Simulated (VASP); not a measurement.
# Ti13Be3 in VASP: notebook, part 2 of 2

VASP 6.6.1.

### Step 4. Single point, PBE

File INCAR:

```
SYSTEM = Ti13Be3
ALGO = Normal
EDIFF = 1E-6
ENCUT = 400
GGA = PE
GGA_COMPAT = .FALSE.
ISIF = 2
ISMEAR = -1
ISYM = -1
LASPH = .TRUE.
LCHARG = .TRUE.
LELF = .TRUE.
LREAL = Auto
LVHAR = .TRUE.
LWAVE = .FALSE.
NBANDS = 95
NELM = 120
PREC = Accurate
SIGMA = 0.2335
```

File KPOINTS:

```
explicit points
1
Reciprocal
  0.25000000   0.25000000   0.25000000 1
```

File POSCAR:

```
Ti13Be3
1.0
    6.1453290000      0.1157260000     -0.0247540000
    0.1157260000      6.2830310000     -0.1349560000
   -0.0247540000     -0.1349560000      6.3427070000
Ti Be
13 3
Direct
    0.3319363582      0.1961109438      0.1546119190
    0.5105550525      0.9445765639      0.8835274205
    0.3475095200      0.1860687737      0.5928062495
    0.6644083910      0.9538993630      0.2653353226
    1.0072772878      0.7888945479      0.1029303726
    0.3499363724      0.8224839204      0.5275475384
    0.6183516883      0.5210874488      0.4518432832
    0.8806818977      0.2590980242      0.1342564354
    0.0768309455      0.4684161426      0.3833062827
    0.6565493171      0.4642444860      0.8195732202
    0.2071557873      0.5318073407      0.7841320001
    0.8825484068      0.2715690540      0.6750391397
    0.9036967842      0.8548552241      0.6407057668
    0.3904563283      0.6709824923      0.1143539295
    0.1375565435      1.0270584279      0.8768918022
    0.0547360128      0.0660670071      0.3658187386
```

Potentials or basis: VASP PAW PBE potentials, release 64 (Ti_sv, Be).

Command:

```
cat potpaw_PBE.64/Ti_sv/POTCAR potpaw_PBE.64/Be/POTCAR > POTCAR
mpirun -np 1 vasp_std > vasp.out
```

OUTCAR:

```text
SYSTEM = Ti13Be3
   EDIFF = 1E-6
   ENCUT = 400
   GGA = PE
   ISIF = 2
   ISMEAR = -1
   ISYM = -1
   LASPH = .TRUE.
   LREAL = Auto
   NELM = 120
   PREC = Accurate

 ion  position               nearest neighbor table
   1  0.332  0.196  0.155-  15 2.36  16 2.37   2 2.52   4 2.61   9 2.67   3 2.78   8 2.79
   2  0.511  0.945  0.884-  15 2.33  14 2.44   1 2.52   6 2.56   4 2.59   3 2.61  13 2.90
   3  0.348  0.186  0.593-   6 2.30  16 2.42  15 2.49  11 2.57   2 2.61   9 2.76   1 2.78   7 2.91

   4  0.664  0.954  0.265-   5 2.52   8 2.55   2 2.59  16 2.59   1 2.61  14 2.64   6 2.73  13 2.87

   5  0.007  0.789  0.103-  15 2.29  16 2.38  14 2.44   4 2.52   9 2.76  11 2.80
   6  0.350  0.822  0.528-   3 2.30   7 2.50   2 2.56  16 2.57  11 2.68   4 2.73  13 2.84
   7  0.618  0.521  0.452-  10 2.38   6 2.50  12 2.66   9 2.86   3 2.91
   8  0.881  0.259  0.134-  16 2.19   9 2.36   4 2.55  15 2.64  10 2.75   1 2.79  12 2.92
   9  0.077  0.468  0.383-   8 2.36  16 2.54  12 2.59   1 2.67  11 2.68   3 2.76   5 2.76   7 2.86

  10  0.657  0.464  0.820-  12 2.01   7 2.38   8 2.75  11 2.79
  11  0.207  0.532  0.784-  14 2.51   3 2.57   6 2.68   9 2.68  12 2.69  10 2.79   5 2.80  13 2.88

  12  0.883  0.272  0.675-  10 2.01  16 2.52  15 2.53   9 2.59  13 2.62   7 2.66  11 2.69   8 2.92

  13  0.904  0.855  0.641-  15 2.33  16 2.45  12 2.62   6 2.84   4 2.87  11 2.88   2 2.90
[... 149 lines left out ...]
      5     -48.3709      2.00000
      6     -48.3288      2.00000
[... 85 lines left out ...]
     92       9.1856      0.01456
     93       9.2698      0.01018
 [bands above 93 left out]

------------------------ aborting loop because EDIFF is reached ----------------------------------------

  FORCE on cell =-STRESS in cart. coord.  units (eV):
  Direction    XX          YY          ZZ          XY          YZ          ZX
  --------------------------------------------------------------------------------------
  -------------------------------------------------------------------------------------
  Total       12.8886285     11.6617009     17.9673513     -5.0384245      0.3606249      2.2180837
  in kB       84.3884517     76.3551283    117.6414513    -32.9891456      2.3611962     14.5229297
  external PRESSURE =      92.7950104 kB  Pullay stress =       0.0000000 kB

 VOLUME and BASIS-vectors are now :
 -----------------------------------------------------------------------------
  energy-cutoff  :      400.00
  volume of cell :      244.70
      direct lattice vectors                 reciprocal lattice vectors
     6.145329000  0.115726000 -0.024754000     0.162783752 -0.002986003  0.000571770
     0.115726000  6.283031000 -0.134956000    -0.002986003  0.159286398  0.003377539
    -0.024754000 -0.134956000  6.342707000     0.000571770  0.003377539  0.157735486

 POSITION                                       TOTAL-FORCE (eV/Angst)
 -----------------------------------------------------------------------------------
      2.05873      1.24972      0.94597         0.923599      1.186003     -0.914042
      3.22497      5.87465      5.46384         1.738792     -0.359945      0.038132
      2.14242      1.12929      3.72628         0.795129      1.110272     -0.272592
      4.18683      6.03446      1.53776        -0.343147     -0.780408      2.138761
      0.13347      4.94360      0.54621        -0.256035     -0.759167     -0.278965
      2.23260      5.13699      3.22642        -0.779220     -0.768161     -1.235179
[... 8 lines left out ...]
      0.82675      0.06759      5.55481         0.077509      0.417921     -0.631686
      0.33496      0.37207      2.31001         0.165549     -0.649501      1.139086
 -----------------------------------------------------------------------------------
    total drift:                                0.000050     -0.001117     -0.004304

  FREE ENERGIE OF THE ION-ELECTRON SYSTEM (eV)
  ---------------------------------------------------
  free  energy   TOTEN  =      -108.1465243043 eV

  energy  without entropy=     -104.5505381821  energy(sigma->0) =     -106.34853124
```

Run time: 3.5 min. Hardware: 1 thread of Intel Xeon 8259CL, shared host; peak memory 0.25 GiB.

Results:

```yaml
Free_energy: -108.1465 eV
Pressure: 9.3 GPa
Largest_force: 4.895 eV/Å
```

Forces on the atoms (eV/Å):
```
Ti   0.924  1.186 -0.914
Ti   1.739 -0.360  0.038
Ti   0.795  1.110 -0.273
Ti  -0.343 -0.780  2.139
Ti  -0.256 -0.759 -0.279
Ti  -0.779 -0.768 -1.235
Ti  -0.321 -0.121 -2.864
Ti  -1.227 -0.035 -2.121
Ti   1.232  2.037  0.310
Ti  -1.874  2.677  3.645
Ti  -0.275  0.432  2.010
Ti   0.349 -2.206 -1.033
Ti  -0.637 -1.738 -0.655
Be   0.431 -0.443  0.726
Be   0.078  0.418 -0.632
Be   0.166 -0.650  1.139
```

Stress tensor (GPa, compression positive):
```
 8.44 -3.30  1.45
-3.30  7.64  0.24
 1.45  0.24 11.76
```

Caveat: atoms lie so close that the PAW spheres overlap strongly, which falsifies energies and pressures; the atoms stand as in a frame of molecular dynamics.

### Step 5. Single point, PBE

File INCAR:

```
SYSTEM = Ti13Be3
ALGO = Normal ; EDIFF = 1E-6
ENCUT = 400 ; GGA = PE
GGA_COMPAT = .FALSE. ; ISIF = 2
ISMEAR = -1 ; ISYM = -1
LASPH = .TRUE. ; LCHARG = .FALSE.
LREAL = Auto ; LWAVE = .FALSE.
NBANDS = 95 ; NELM = 120
PREC = Accurate ; SIGMA = 0.168
```

KPOINTS is that of step 4.

File POSCAR:

```
Ti13Be3
1.0
    6.1453290000      0.1157260000     -0.0247540000
    0.1157260000      6.2830310000     -0.1349560000
   -0.0247540000     -0.1349560000      6.3427070000
Ti Be
13 3
Direct
    0.3402144998      0.2615873087      0.1186670686
    0.5524255985      0.9697589177      0.9191391827
    0.3905796914      0.2331629640      0.5626452792
    0.6598927761      0.9376393679      0.2905981696
   -0.0182144365      0.8065864821      0.0959571056
    0.3340839710      0.7898479365      0.5117095323
    0.6182473636      0.5367591586      0.3032820157
    0.8354405288      0.2196548331      0.0339615613
    0.0803600464      0.4970574065      0.4062126962
    0.5939750875      0.5585353438      0.8727232639
    0.1606189943      0.5209137041      0.8428061382
    0.8529950670      0.2604453198      0.6105525131
    0.8148139733      0.7629984117      0.6318047040
    0.3158090799      0.7483241903      0.1633377322
    0.1519937862      0.0744079899      0.8520950532
    0.0930976622      0.0967490819      0.2922011704
```

Potentials or basis: VASP PAW PBE potentials, release 64 (Ti_sv, Be).

Command:

```
cat potpaw_PBE.64/Ti_sv/POTCAR potpaw_PBE.64/Be/POTCAR > POTCAR
mpirun -np 1 vasp_std > vasp.out
```

OUTCAR:

```text
SYSTEM = Ti13Be3
   EDIFF = 1E-6
   ENCUT = 400
   GGA = PE
   ISIF = 2
   ISMEAR = -1
   ISYM = -1
   LASPH = .TRUE.
   LREAL = Auto
   NELM = 120
   PREC = Accurate

 ion  position               nearest neighbor table
   1  0.340  0.262  0.119-  16 2.20  15 2.34   2 2.51  11 2.65   7 2.70   9 2.78   3 2.84
   2  0.552  0.970  0.919-   4 2.46   8 2.47   1 2.51  15 2.56  10 2.59  14 2.61  13 2.70
   3  0.391  0.233  0.563-  15 2.61  16 2.64   9 2.69   6 2.83  11 2.83   1 2.84  12 2.87
   4  0.660  0.938  0.291-   5 2.44   2 2.46   7 2.55  14 2.57  13 2.62   6 2.67   8 2.72
   5  0.982  0.807  0.096-  14 2.12  16 2.29   4 2.44  11 2.58  15 2.59   8 2.76   9 2.87
   6  0.334  0.790  0.512-  14 2.22   9 2.52   7 2.64   4 2.67   3 2.83
   7  0.618  0.537  0.303-  14 2.43   4 2.55   6 2.64   1 2.70  10 2.74  13 2.77   8 2.87   9 2.91

   8  0.835  0.220  0.034-  16 2.40  15 2.40   2 2.47  12 2.71   4 2.72   5 2.76  10 2.78   7 2.87

   9  0.080  0.497  0.406-  12 2.49   6 2.52  16 2.59  13 2.67   3 2.69   1 2.78  11 2.81   5 2.87
                             7 2.91
  10  0.594  0.559  0.873-  13 2.48   2 2.59  11 2.69   7 2.74   8 2.78  12 2.89
  11  0.161  0.521  0.843-   5 2.58  14 2.63   1 2.65  10 2.69   9 2.81   3 2.83  12 2.90  13 2.92

  12  0.853  0.260  0.611-   9 2.49  15 2.65   8 2.71   3 2.87  10 2.89  11 2.90
  13  0.815  0.763  0.632-  10 2.48   4 2.62   9 2.67   2 2.70   7 2.77  11 2.92
  14  0.316  0.748  0.163-   5 2.12   6 2.22   7 2.43   4 2.57   2 2.61  11 2.63
  15  0.152  0.074  0.852-   1 2.34   8 2.40   2 2.56   5 2.59   3 2.61  12 2.65
  16  0.093  0.097  0.292-   1 2.20   5 2.29   8 2.40   9 2.59   3 2.64

IMPORTANT INFORMATION: All symmetrisations will be switched off!
NOSYMM: (Re-)initialisation of all symmetry stuff for point group C_1.

----------------------------------------------------------------------------------------

                                     Primitive cell

  volume of cell :     244.7002

  direct lattice vectors                    reciprocal lattice vectors
     6.145329000  0.115726000 -0.024754000     0.162783752 -0.002986003  0.000571770
     0.115726000  6.283031000 -0.134956000    -0.002986003  0.159286398  0.003377539
    -0.024754000 -0.134956000  6.342707000     0.000571770  0.003377539  0.157735486

  length of vectors
     6.146468399  6.285545655  6.344190884     0.162812140  0.159350182  0.157772679

[... 98 lines left out ...]
  energy-cutoff  :      400.00
  volume of cell :      244.70
 maximum number of plane-waves:      4429
 NGX is ok and might be reduce to    40
   NGX = 21   NGY = 21   NGZ = 21

 number of electron     161.9999983 magnetization

 Free energy of the ion-electron system (eV)
  ---------------------------------------------------
  ext. energy  EPLUGINS =         0.00000000
  ---------------------------------------------------
  free energy    TOTEN  =      -109.48123803 eV

  energy without entropy =     -107.87315411  energy(sigma->0) =     -108.67719607

 E-fermi :   8.1069     XC(G=0): -11.4461

 val. band max:        8.0804192418   @ k =   0.2500   0.2500   0.2500
 cond. band min:       8.2085331886   @ k =   0.2500   0.2500   0.2500
 fundamental gap:      0.1281139468
 Fermi energy:         8.1069232028

 k-point     1 :       0.2500    0.2500    0.2500
  band No.  band energies     occupation
      1     -48.5364      2.00000
      2     -48.5070      2.00000
      3     -48.4080      2.00000
      4     -48.3616      2.00000
      5     -48.3406      2.00000
      6     -48.3109      2.00000
[... 85 lines left out ...]
     92       9.1179      0.00486
     93       9.2550      0.00215
 [bands above 93 left out]

------------------------ aborting loop because EDIFF is reached ----------------------------------------

  FORCE on cell =-STRESS in cart. coord.  units (eV):
  Direction    XX          YY          ZZ          XY          YZ          ZX
  --------------------------------------------------------------------------------------
  -------------------------------------------------------------------------------------
  Total       13.8405228      5.0007280     11.7709775      0.3773671      2.8742351     -4.2750366
  in kB       90.6209915     32.7423273     77.0706183      2.4708154     18.8190895    -27.9908544
  external PRESSURE =      66.8113124 kB  Pullay stress =       0.0000000 kB

 VOLUME and BASIS-vectors are now :
 -----------------------------------------------------------------------------
  energy-cutoff  :      400.00
  volume of cell :      244.70
      direct lattice vectors                 reciprocal lattice vectors
     6.145329000  0.115726000 -0.024754000     0.162783752 -0.002986003  0.000571770
     0.115726000  6.283031000 -0.134956000    -0.002986003  0.159286398  0.003377539
    -0.024754000 -0.134956000  6.342707000     0.000571770  0.003377539  0.157735486

 POSITION                                       TOTAL-FORCE (eV/Angst)
 -----------------------------------------------------------------------------------
      2.11807      1.66692      0.70895         1.225096      0.524394      0.107370
      3.48431      6.03291      5.68528        -1.277051     -0.868939     -2.025715
      2.41330      1.43424      3.52756         0.208035      0.521771      1.136176
      4.15657      5.92837      1.70030        -0.582135      1.979682      1.088383
      6.12436      5.16848      0.47547        -2.196416     -1.215933     -1.347652
      2.13179      4.93224      3.13076        -0.474019      0.979151      2.533959
[... 8 lines left out ...]
      0.92157      0.37010      5.39078        -0.338772     -0.683205     -0.982105
      0.57608      0.57922      1.83799        -0.497388     -0.782880      1.904553
 -----------------------------------------------------------------------------------
    total drift:                               -0.000503      0.001382      0.001282

  FREE ENERGIE OF THE ION-ELECTRON SYSTEM (eV)
  ---------------------------------------------------
  free  energy   TOTEN  =      -109.4812380297 eV

  energy  without entropy=     -107.8731541140  energy(sigma->0) =     -108.67719607
```

OSZICAR:

```text
N       E                     dE             d eps       ncg     rms          rms(c)
DAV:   1     0.220032700846E+04    0.22003E+04   -0.70096E+04   190   0.181E+03
DAV:   2     0.218427309228E+03   -0.19819E+04   -0.19457E+04   190   0.608E+02
DAV:   3    -0.695234363331E+02   -0.28795E+03   -0.27652E+03   293   0.201E+02
[... 14 lines left out ...]
DAV:  18    -0.109481240256E+03   -0.41581E-04   -0.52236E-04   268   0.156E-01    0.425E-02
DAV:  19    -0.109481233754E+03    0.65019E-05   -0.25560E-04   268   0.128E-01    0.255E-02
DAV:  20    -0.109481239278E+03   -0.55245E-05   -0.76999E-05   292   0.626E-02    0.171E-02
DAV:  21    -0.109481237164E+03    0.21148E-05   -0.31052E-05   252   0.454E-02    0.803E-03
DAV:  22    -0.109481238030E+03   -0.86609E-06   -0.75443E-06   204   0.185E-02
   1 F= -.10948124E+03 E0= -.10867720E+03  d E =-.160808E+01
```

Run time: 1.9 min. Hardware: 1 thread of Intel Xeon 8259CL, shared host; peak memory 0.24 GiB.

Results:

* Free energy: -109.4812 eV
* Pressure: 6.7 GPa
* Largest force: 2.849 eV/Å

Forces in eV/Å, atoms in the order of the input:
```
Ti   1.225  0.524  0.107
Ti  -1.277 -0.869 -2.026
Ti   0.208  0.522  1.136
Ti  -0.582  1.980  1.088
Ti  -2.196 -1.216 -1.348
Ti  -0.474  0.979  2.534
Ti   0.296 -1.233  0.536
Ti   0.679  1.701  0.779
Ti   0.095  0.387 -1.804
Ti   0.189 -0.974 -0.121
Ti  -0.867 -0.011 -0.689
Ti   0.200 -0.712 -0.180
Ti   1.310  0.920  0.152
Be   2.031 -0.532 -1.088
Be  -0.339 -0.683 -0.982
Be  -0.497 -0.783  1.905
```

Stress tensor (GPa, compression positive):
```
 9.06  0.25 -2.80
 0.25  3.27  1.88
-2.80  1.88  7.71
```

Levels at points of the mesh, in eV from the Fermi level:
```tsv
k point	band 79	band 80	band 81	band 82	band 83	band 84
(0.25, 0.25, 0.25)	-0.36	-0.22	-0.03	0.10	0.13	0.34
```

Caveat: the atoms stand as in a frame of molecular dynamics.

### Step 6. Summary

```tsv
cell	smearing	pressure (GPa)	largest force (eV/Å)
as given, atomic positions A	fermi-dirac 0.2335 eV	6.3	2.20
as given, atomic positions B	fermi-dirac 0.2335 eV	8.4	3.61
as given, atomic positions C	fermi-dirac 0.2335 eV	9.3	4.90
as given, atomic positions D	fermi-dirac 0.168 eV	6.7	2.85
```

Alike in all rows: task single point; level PBE; potentials or basis VASP PAW PBE potentials, release 64 (Ti_sv, Be); no spin polarisation; k mesh 1 × 1 × 1, shifted; cutoff (eV) 400.

Caveats: the atoms stand as in a frame of molecular dynamics; atoms lie so close that the PAW spheres overlap strongly, which falsifies energies and pressures (at least some runs).

Total energies depend on the potentials used, so only differences within one code and one set of settings carry meaning.
